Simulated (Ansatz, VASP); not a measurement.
**One calculation of Be2NbP3, two programs**

The input INCAR:

```
PREC = Accurate
ENCUT = 520
EDIFF = 1E-6
ISMEAR = 0
SIGMA = 0.1
LREAL = False
LASPH = True
NELM = 80
ALGO = Normal
ISIF = 2
LWAVE = False
LCHARG = False
GGA = PE
NBANDS = 25
```

The input KPOINTS:

```
regular mesh
0
Gamma
  6 6 6
```

POSCAR

```
Be2NbP3
1.0
    5.4732964100      0.0000000000      0.0000000000
   -2.7366482000      4.7400137300      0.0000000000
    0.0000000000      0.0000000000      3.3037689100
Be Nb P
2 1 3
Direct
    0.3333333300      0.6666666700      0.0000000000
    0.6666666700      0.3333333300      0.0000000000
    0.0000000000      0.0000000000      0.0000000000
    0.5000000000      0.0000000000      0.5000000000
    0.5000000000      0.5000000000      0.5000000000
    0.0000000000      0.5000000000      0.5000000000
```

Input for Ansatz:

```yaml
crystal:
  lattice:
    - [5.47329641, 0.0, 0.0]
    - [-2.7366482, 4.74001373, 0.0]
    - [0.0, 0.0, 3.30376891]
  atoms:
    - { symbol: Be, position: [0.33333333, 0.66666667, 0.0] }
    - { symbol: Be, position: [0.66666667, 0.33333333, 0.0] }
    - { symbol: Nb, position: [0.0, 0.0, 0.0] }
    - { symbol: P, position: [0.5, 0.0, 0.5] }
    - { symbol: P, position: [0.5, 0.5, 0.5] }
    - { symbol: P, position: [0.0, 0.5, 0.5] }
basis:
  ecutwfc: 420
kpoints:
  mp_grid: { grid: [6, 6, 6] }
hamiltonian:
  xc: pbe
scf:
  occupations: { method: gaussian, width: 0.1 }
  lower_state_search: "off"
output:
  forces: true
  stress: true
  eigenvalues: true
```

Change from the starting cell: species swapped into the YCo3B2 type (P6/mmm, No. 191).

Alike in both runs: task single point; functional PBE; k mesh 6 × 6 × 6; occupations gaussian, width 0.1 eV; no spin polarisation.

|  | VASP | Ansatz |
| --- | --- | --- |
| version | VASP 6.6.1 | Ansatz 0.2.0 |
| potentials or method | VASP PAW PBE potentials, release 64 (Be, Nb_sv, P), cutoff 520 eV | scalar-relativistic, plane waves, PAW |
| valence electrons in the cell | 32 | 32 |

VASP gave:

```
gap on the k mesh at the Fermi level (eV)                     : none
pressure (GPa)                                                : -9.3
traceless stress, the component that is largest in VASP (GPa) : 4.19
```

Task: What did Ansatz give for the same quantities?

Result: gap on the k mesh at the Fermi level (eV): none; pressure (GPa): -9.2; traceless stress, the component that is largest in VASP (GPa): 4.17.

A gap of «none» marks a metal or a gap that the smearing closes.
